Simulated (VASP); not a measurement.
# CuO (P6_3mc) in VASP: notebook, part 2 of 2

VASP 6.6.1. The steps go on from the part before.

### Step 3. Single point, LDA+U, non-collinear spin, typed start, spin-orbit coupling

The input, INCAR:

```
  PREC = Accurate
  ENCUT = 520
  EDIFF = 1E-6
  ISMEAR = 0
  SIGMA = 0.05
  LREAL = False
  LASPH = True
  NELM = 150
  ALGO = Normal
  ISIF = 2
  LWAVE = False
  LCHARG = False
  MAGMOM = 0 0 1 0 0 -1 0 0 0 0 0 0
  LORBIT = 11
  LSORBIT = True
  GGA_COMPAT = False
  LORBMOM = True
  LMAXMIX = 4
  LDAU = True
  LDAUTYPE = 1
  LDAUL = 2 -1
  LDAUU = 7 0
  LDAUJ = 0.7 0
  LDAUPRINT = 1
  NBANDS = 48
```

The input, KPOINTS:

```
regular mesh
0
Gamma
  7 7 4
```

The input, POSCAR:

```
CuO
1.0
    3.2880244300      0.0000000000      0.0000000000
   -1.6440122100      2.8475126800      0.0000000000
    0.0000000000      0.0000000000      5.3850248600
Cu O
2 2
Direct
    0.6666666667      0.3333333333      0.0000000000
    0.3333333333      0.6666666667      0.5000000000
    0.6666666667      0.3333333333      0.6252000000
    0.3333333333      0.6666666667      0.1252000000
```

Potentials or basis: VASP PAW LDA potentials, release 64 (Cu, O).

Command:

```sh
$ cat potpaw_LDA.64/Cu/POTCAR potpaw_LDA.64/O/POTCAR > POTCAR
$ mpirun -np 1 vasp_ncl > vasp.out
```

OUTCAR:

```text
PREC = Accurate
   ENCUT = 520
   EDIFF = 1E-6
   ISMEAR = 0
   LREAL = False
   LASPH = True
   NELM = 150
   ISIF = 2
   LORBIT = 11
   LSORBIT = True

 ion  position               nearest neighbor table
   1  0.667  0.333  0.000-   4 2.01   4 2.01   4 2.01   3 2.02
   2  0.333  0.667  0.500-   3 2.01   3 2.01   3 2.01   4 2.02
   3  0.667  0.333  0.625-   2 2.01   2 2.01   2 2.01   1 2.02
   4  0.333  0.667  0.125-   1 2.01   1 2.01   1 2.01   2 2.02

  LATTYP: Found a hexagonal cell.
 ALAT       =     3.2880244300
 C/A-ratio  =     1.6377691148

  Lattice vectors:

 A1 = (   3.2880244300,   0.0000000000,   0.0000000000)
 A2 = (  -1.6440122100,   2.8475126800,   0.0000000000)
 A3 = (   0.0000000000,   0.0000000000,   5.3850248600)

Analysis of symmetry for initial positions (statically):
=====================================================================
 Subroutine PRICEL returns:
 Original cell was already a primitive cell.

 Routine SETGRP: Setting up the symmetry group for a
 hexagonal supercell.

 Subroutine GETGRP returns: Found 12 space group operations
 (whereof  6 operations were pure point group operations)
 out of a pool of 24 trial point group operations.

The static configuration has the point symmetry C_3v.
 The point group associated with its full space group is C_6v.

Analysis of symmetry for dynamics (positions and initial velocities):
=====================================================================
 Subroutine PRICEL returns:
 Original cell was already a primitive cell.

 Routine SETGRP: Setting up the symmetry group for a
 hexagonal supercell.

 Subroutine GETGRP returns: Found 12 space group operations
 (whereof  6 operations were pure point group operations)
 out of a pool of 24 trial point group operations.

The dynamic configuration has the point symmetry C_3v.
 The point group associated with its full space group is C_6v.

Analysis of structural, dynamic, and magnetic symmetry:
=====================================================================
 Subroutine PRICEL returns:
 Original cell was already a primitive cell.

 Routine SETGRP: Setting up the symmetry group for a
 hexagonal supercell.

 Subroutine GETGRP returns: Found  6 space group operations
 (whereof  3 operations were pure point group operations)
 out of a pool of 24 trial point group operations.

The overall configuration has the point symmetry C_3 .
 The point group associated with its full space group is C_3v.

 Subroutine INISYM returns: Found  6 space group operations
 (whereof  3 operations are pure point group operations),
 and found     1 'primitive' translations

----------------------------------------------------------------------------------------

                                     Primitive cell

  volume of cell :      50.4183

[... 1435 lines left out ...]

  FORCE on cell =-STRESS in cart. coord.  units (eV):
  Direction    XX          YY          ZZ          XY          YZ          ZX
  --------------------------------------------------------------------------------------
  -------------------------------------------------------------------------------------
  Total       -7.0205294     -7.0205294     -5.4037560     -0.0000000      0.0000000      0.0000000
  in kB     -223.0961276   -223.0961269   -171.7188211     -0.0000004      0.0000000      0.0000000
  external PRESSURE =    -205.9703585 kB  Pullay stress =       0.0000000 kB

 VOLUME and BASIS-vectors are now :
 -----------------------------------------------------------------------------
  energy-cutoff  :      520.00
  volume of cell :       50.42
      direct lattice vectors                 reciprocal lattice vectors
     3.288024430  0.000000000  0.000000000     0.304133993  0.175591843  0.000000000
    -1.644012210  2.847512680  0.000000000     0.000000000  0.351183686  0.000000000
     0.000000000  0.000000000  5.385024860     0.000000000  0.000000000  0.185700164

 POSITION                                       TOTAL-FORCE (eV/Angst)
 -----------------------------------------------------------------------------------
      1.64401      0.94917      0.00000         0.000000      0.000000     -0.008916
      0.00000      1.89834      2.69251         0.000000      0.000000     -0.008916
      1.64401      0.94917      3.36672        -0.000000      0.000000      0.008916
      0.00000      1.89834      0.67421        -0.000000      0.000000      0.008916
 -----------------------------------------------------------------------------------
    total drift:                                0.000000     -0.000000      0.000361

  FREE ENERGIE OF THE ION-ELECTRON SYSTEM (eV)
  ---------------------------------------------------
  free  energy   TOTEN  =       -17.6987249693 eV

  energy  without entropy=      -17.6948117524  energy(sigma->0) =      -17.69676836

 orbital moment (x)

 # of ion     p       d       tot
 ----------------------------------------
  1         0.000   0.000   0.000
  2        -0.000   0.000   0.000
  3        -0.000   0.000  -0.000
  4         0.000   0.000   0.000
 ----------------------------------------
            0.000   0.000   0.000

 orbital moment (y)

 # of ion     p       d       tot
 ----------------------------------------
  1         0.000   0.000   0.000
  2         0.000   0.000   0.000
  3        -0.000   0.000  -0.000
  4        -0.000   0.000  -0.000
 ----------------------------------------
            0.000   0.000   0.000

 orbital moment (z)

 # of ion     p       d       tot
 ----------------------------------------
  1         0.002  -0.025  -0.023
  2        -0.002   0.025   0.023
  3        -0.001   0.000  -0.001
  4         0.001   0.000   0.001
 ----------------------------------------
           -0.000  -0.000  -0.000

 Spin-Orbit-Coupling matrix elements

 Ion:    1  E_soc:     -0.0190061
 l=   1
     0.0000000    -0.0001622    -0.0003607
    -0.0001622     0.0000000    -0.0001622
    -0.0003607    -0.0001622     0.0000000
 l=   2
     0.0000000    -0.0011350     0.0000000    -0.0011350     0.0025236
    -0.0011350     0.0000000    -0.0020601    -0.0026813    -0.0011350
     0.0000000    -0.0020601     0.0000000    -0.0020601     0.0000000
    -0.0011350    -0.0026813    -0.0020601     0.0000000    -0.0011350
     0.0025236    -0.0011350     0.0000000    -0.0011350     0.0000000
 l=   3
     0.0000000     0.0000000     0.0000000     0.0000000     0.0000000     0.0000000     0.0000000
     0.0000000     0.0000000     0.0000000     0.0000000     0.0000000     0.0000000     0.0000000
     0.0000000     0.0000000     0.0000000     0.0000000     0.0000000     0.0000000     0.0000000
     0.0000000     0.0000000     0.0000000     0.0000000     0.0000000     0.0000000     0.0000000
[... 49 lines left out ...]
 l=   2
     0.0000000     0.0000000     0.0000000     0.0000000     0.0000000
     0.0000000     0.0000000     0.0000000     0.0000000     0.0000000
     0.0000000     0.0000000     0.0000000     0.0000000     0.0000000
     0.0000000     0.0000000     0.0000000     0.0000000     0.0000000
     0.0000000     0.0000000     0.0000000     0.0000000     0.0000000
 l=   3
     0.0000000     0.0000000     0.0000000     0.0000000     0.0000000     0.0000000     0.0000000
     0.0000000     0.0000000     0.0000000     0.0000000     0.0000000     0.0000000     0.0000000
     0.0000000     0.0000000     0.0000000     0.0000000     0.0000000     0.0000000     0.0000000
     0.0000000     0.0000000     0.0000000     0.0000000     0.0000000     0.0000000     0.0000000
     0.0000000     0.0000000     0.0000000     0.0000000     0.0000000     0.0000000     0.0000000
     0.0000000     0.0000000     0.0000000     0.0000000     0.0000000     0.0000000     0.0000000
     0.0000000     0.0000000     0.0000000     0.0000000     0.0000000     0.0000000     0.0000000

 total charge

# of ion       s       p       d       tot
------------------------------------------
    1        0.321   0.322   9.275   9.918
    2        0.321   0.322   9.275   9.918
    3        1.552   3.300   0.000   4.852
    4        1.552   3.300   0.000   4.852
--------------------------------------------------
tot          3.747   7.244  18.549  29.540

 magnetization (x)

# of ion       s       p       d       tot
------------------------------------------
    1        0.000   0.000   0.000   0.000
    2        0.000   0.000   0.000   0.000
    3       -0.000   0.000   0.000  -0.000
    4        0.000  -0.000   0.000  -0.000
--------------------------------------------------
tot         -0.000  -0.000   0.000   0.000

 magnetization (y)

# of ion       s       p       d       tot
------------------------------------------
    1       -0.000   0.000  -0.000  -0.000
    2       -0.000   0.000  -0.000  -0.000
    3        0.000   0.000   0.000   0.000
    4       -0.000   0.000   0.000   0.000
--------------------------------------------------
tot         -0.000   0.000  -0.000  -0.000

 magnetization (z)

# of ion       s       p       d       tot
------------------------------------------
    1       -0.002   0.013   0.379   0.389
    2        0.002  -0.013  -0.379  -0.389
    3       -0.005  -0.246   0.000  -0.250
    4        0.005   0.246   0.000   0.250
--------------------------------------------------
tot          0.000   0.000   0.000   0.000
```

It took 5.7 min on 1 thread of Intel Xeon 6975P-C (Granite Rapids), shared host; peak memory 0.34 GiB.

What came out:

```
Free energy                                           : -17.6987 eV
Pressure                                              : -20.6 GPa
Largest force                                         : 0.009 eV/Å
Net moment                                            : 0.00 μB per cell
Valence electrons inside the program's atomic spheres : Cu 9.92; O 4.85
```

Forces in eV/Å, atoms in the order of the input:
```
Cu   0.000  0.000 -0.009
Cu   0.000  0.000 -0.009
O    0.000  0.000  0.009
O    0.000  0.000  0.009
```

Moments on the atoms (μB; x, y, z):
```
Cu   0.00  0.00  0.39
Cu   0.00  0.00 -0.39
O    0.00  0.00 -0.25
O    0.00  0.00  0.25
```

Caveat: the cell stands under tension. The state reached can hang on the start; a lower one may exist.
